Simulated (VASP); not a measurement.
# Rb (Fm-3m) in VASP: a series of runs, part 3 of 3

VASP 6.6.1.

### 5 Relaxation of cell and atoms, PBE, target pressure 10 GPa, at which the enthalpy is minimised

The input, INCAR:

```
  PREC = Accurate
  ENCUT = 600
  EDIFF = 1E-7
  ISMEAR = -1
  SIGMA = 0.08
  LREAL = F
  LASPH = T
  NELM = 100
  ALGO = Normal
  ISIF = 3
  LWAVE = F
  LCHARG = F
  GGA = PE
  IBRION = 2
  NSW = 60
  EDIFFG = -0.005
  PSTRESS = 100.0
```

The input, KPOINTS:

```
Automatic mesh
0
Gamma
  12 12 12
```

The input, POSCAR:

```
Rb
1.0
    0.0000000000      2.6800226014      2.6800226014
    2.6800226014      0.0000000000      2.6800226014
    2.6800226014      2.6800226014      0.0000000000
Rb
1
Direct
    0.0000000000      0.0000000000      0.0000000000
```

Potentials or basis: VASP PAW PBE potentials, release 64 (Rb_sv).

Started as:

```sh
cat potpaw_PBE.64/Rb_sv/POTCAR > POTCAR
mpirun -np 1 vasp_std > vasp.out
```

OUTCAR:

```text
PREC = Accurate
   ENCUT = 600
   EDIFF = 1E-7
   ISMEAR = -1
   LREAL = F
   LASPH = T
   NELM = 100
   ISIF = 3
   GGA = PE
   IBRION = 2
   NSW = 60
   EDIFFG = -0.005
   PSTRESS = 100.0

 ion  position               nearest neighbor table
   1  0.000  0.000  0.000-

  LATTYP: Found a face centered cubic cell.
 ALAT       =     5.3600452028

  Lattice vectors:

 A1 = (   0.0000000000,   2.6800226014,   2.6800226014)
 A2 = (   2.6800226014,   0.0000000000,   2.6800226014)
 A3 = (   2.6800226014,   2.6800226014,   0.0000000000)

Analysis of symmetry for initial positions (statically):
=====================================================================
 Subroutine PRICEL returns:
 Original cell was already a primitive cell.

 Routine SETGRP: Setting up the symmetry group for a
 face centered cubic supercell.

 Subroutine GETGRP returns: Found 48 space group operations
 (whereof 48 operations were pure point group operations)
 out of a pool of 48 trial point group operations.

The static configuration has the point symmetry O_h .

Analysis of symmetry for dynamics (positions and initial velocities):
=====================================================================
 Subroutine PRICEL returns:
 Original cell was already a primitive cell.

 Routine SETGRP: Setting up the symmetry group for a
 face centered cubic supercell.

 Subroutine GETGRP returns: Found 48 space group operations
 (whereof 48 operations were pure point group operations)
 out of a pool of 48 trial point group operations.

The dynamic configuration has the point symmetry O_h .

 Subroutine INISYM returns: Found 48 space group operations
 (whereof 48 operations are pure point group operations),
 and found     1 'primitive' translations

----------------------------------------------------------------------------------------

                                     Primitive cell
[... 106 lines left out ...]
   IALGO  =     38    algorithm
   IMIX   =      4    mixing-type and parameters
     AMIX     =   0.40;   BMIX     =  1.00
     AMIX_MAG =   1.60;   BMIX_MAG =  1.00
  volume/ion in A,a.u.               =      38.50       259.80
  Fermi-wavevector in a.u.,A,eV,Ry     =   1.008495  1.905780 13.837979  1.017063
  Thomas-Fermi vector in A             =   2.141366
   LORBIT       =      0    0 simple, 1 ext, 2 COOP (PROOUT), +10 PAW based schemes
   GGA     = PE    functional components
   LHFCALC =     F    Hartree Fock is set to
   AEXX    =    0.0000 exact exchange contribution
   IVDW    =     0    specifies the selected vdW correction
   LEPSILON=     F    determine dielectric tensor
   LRPA    =     F    only Hartree local field effects (RPA)
 conjugate gradient relaxation of ions
 non-spin polarized calculation
  energy-cutoff  :      600.00
  volume of cell :       38.50
 maximum number of plane-waves:      1304
   NGX = 15   NGY = 15   NGZ = 15

 number of electron       9.0000000 magnetization

 Free energy of the ion-electron system (eV)
  ---------------------------------------------------
  ext. energy  EPLUGINS =         0.00000000
  ---------------------------------------------------
  free energy    TOTEN  =        -0.03483769 eV

  energy without entropy =       -0.01374866  energy(sigma->0) =       -0.02429317

 E-fermi :   3.0584     XC(G=0):  -8.0732

 val. band max:        3.0096834556   @ k =   0.5000   0.3333   0.0000
 cond. band min:       3.0683670633   @ k =  -0.4167   0.4167   0.0833
 fundamental gap:      0.0586836077
 Fermi energy:         3.0584457031

 k-point     1 :       0.0000    0.0000    0.0000
  band No.  band energies     occupation
      1     -26.0867      2.00000
      2      -9.6084      2.00000
      3      -9.6084      2.00000
      4      -9.6084      2.00000
      5       0.0484      2.00000
      6       7.1281      0.00000
      7       7.1281      0.00000
      8       7.1281      0.00000
[... 243 lines left out ...]
 k-point    24 :      -0.4167    0.1667    0.0000
  band No.  band energies     occupation
      1     -25.9162      2.00000
      2     -10.7450      2.00000
      3      -9.9949      2.00000
      4      -9.7992      2.00000
      5       3.4254      0.02017
      6       4.7195      0.00000
      7       6.1383      0.00000
      8       7.2990      0.00000

 [... further k-points ...]
[... 5 lines left out ...]
  --------------------------------------------------------------------------------------
  -------------------------------------------------------------------------------------
  Total        2.3988070      2.3988070      2.3988070     -0.0000000     -0.0000000     -0.0000000
  in kB       99.8298733     99.8298733     99.8298733     -0.0000000     -0.0000000     -0.0000000
  external PRESSURE =      -0.1701267 kB  Pullay stress =     100.0000000 kB

 VOLUME and BASIS-vectors are now :
 -----------------------------------------------------------------------------
  energy-cutoff  :      600.00
  volume of cell :       38.50
      direct lattice vectors                 reciprocal lattice vectors
     0.000000000  2.680022601  2.680022601    -0.186565591  0.186565591  0.186565591
     2.680022601  0.000000000  2.680022601     0.186565591 -0.186565591  0.186565591
     2.680022601  2.680022601  0.000000000     0.186565591  0.186565591 -0.186565591

 POSITION                                       TOTAL-FORCE (eV/Angst)
 -----------------------------------------------------------------------------------
      0.00000      0.00000      0.00000         0.000000      0.000000     -0.000000
 -----------------------------------------------------------------------------------
    total drift:                               -0.000000     -0.000000      0.000000

  FREE ENERGIE OF THE ION-ELECTRON SYSTEM (eV)
  ---------------------------------------------------
  free  energy   TOTEN  =        -0.0348376889 eV

  energy  without entropy=       -0.0137486577  energy(sigma->0) =       -0.02429317

  enthalpy is  TOTEN    =         2.3680572517 eV   P V=        2.4028949406

 reached required accuracy - stopping structural energy minimisation
```

OSZICAR:

```text
N       E                     dE             d eps       ncg     rms          rms(c)
DAV:   1     0.386007457154E+02    0.38601E+02   -0.46324E+03  1152   0.105E+03
DAV:   2     0.948933154372E+00   -0.37652E+02   -0.37355E+02  1504   0.153E+02
DAV:   3    -0.255408322867E-01   -0.97447E+00   -0.97072E+00  1520   0.288E+01
DAV:   4    -0.482042660791E-01   -0.22663E-01   -0.22646E-01  1680   0.281E+00
DAV:   5    -0.484000115650E-01   -0.19575E-03   -0.19571E-03  1528   0.220E-01    0.314E+00
DAV:   6    -0.358625681210E-01    0.12537E-01   -0.23674E-02  1240   0.107E+00    0.202E+00
DAV:   7    -0.350105238391E-01    0.85204E-03   -0.34863E-02  1696   0.130E+00    0.337E-01
DAV:   8    -0.348506770225E-01    0.15985E-03   -0.30590E-03  1240   0.474E-01    0.332E-02
DAV:   9    -0.348377961604E-01    0.12881E-04   -0.13889E-04  1616   0.940E-02    0.217E-02
DAV:  10    -0.348377746108E-01    0.21550E-07   -0.93363E-06  1488   0.263E-02    0.558E-03
DAV:  11    -0.348376889002E-01    0.85711E-07   -0.26005E-07  1656   0.415E-03
   1 F= 0.23680573E+01 E0= 0.23786018E+01  d E =0.236806E+01
```

CONTCAR:

```text
Rb
   1.00000000000000
     0.0000000000000000    2.6800226014000001    2.6800226014000001
     2.6800226014000001    0.0000000000000000    2.6800226014000001
     2.6800226014000001    2.6800226014000001    0.0000000000000000
  Rb
     1
Direct
     0.0000000000000000    0.0000000000000000    0.0000000000000000

  0.00000000E+00  0.00000000E+00  0.00000000E+00
```

Run time: 34 s. Hardware: 1 thread of Intel Xeon Platinum 8259CL at 2.50GHz (Skylake/Cascade Lake), shared host; peak memory 0.18 GiB.

What came out:

```
Free energy             : -0.0348 eV
Pressure after relaxing : 10.0 GPa
```

Final structure:
```xyz
1
Lattice="0.0000 2.6800 2.6800 2.6800 0.0000 2.6800 2.6800 2.6800 0.0000" Properties=species:S:1:pos:R:3 pbc="T T T"
Rb    0.0000    0.0000    0.0000
```

Caveat: the relaxation stopped at its first step, so nothing moved; the cell is relaxed towards a set pressure, so the enthalpy falls and the energy may rise.

### 6 Summary

| task | cell | k mesh | cutoff (eV) | gap on the mesh (eV) | pressure (GPa) |
| --- | --- | --- | --- | --- | --- |
| single point | a = 3.789 Å, angles 60.0°, 1 atom | 12 × 12 × 12 | 520 | none | 10.0 |
| single point | a = 5.053 Å, angles 60.0°, 1 atom | 10 × 10 × 10 | 520 | none | 0.0 |
| relaxation of cell and atoms | relaxed to 10 GPa from a = 3.790 Å, angles 60.0°, 1 atom | 12 × 12 × 12 | 600 | none | 10.0 |

Alike in all rows: level PBE; potentials or basis VASP PAW PBE potentials, release 64 (Rb_sv); no spin polarisation; smearing fermi-dirac 0.08 eV.

Caveats: the relaxation stopped at its first step, so nothing moved (some runs); the cell is relaxed towards a set pressure, so the enthalpy falls and the energy may rise (some runs).

Absolute energies hang on the potentials; compare differences alone.
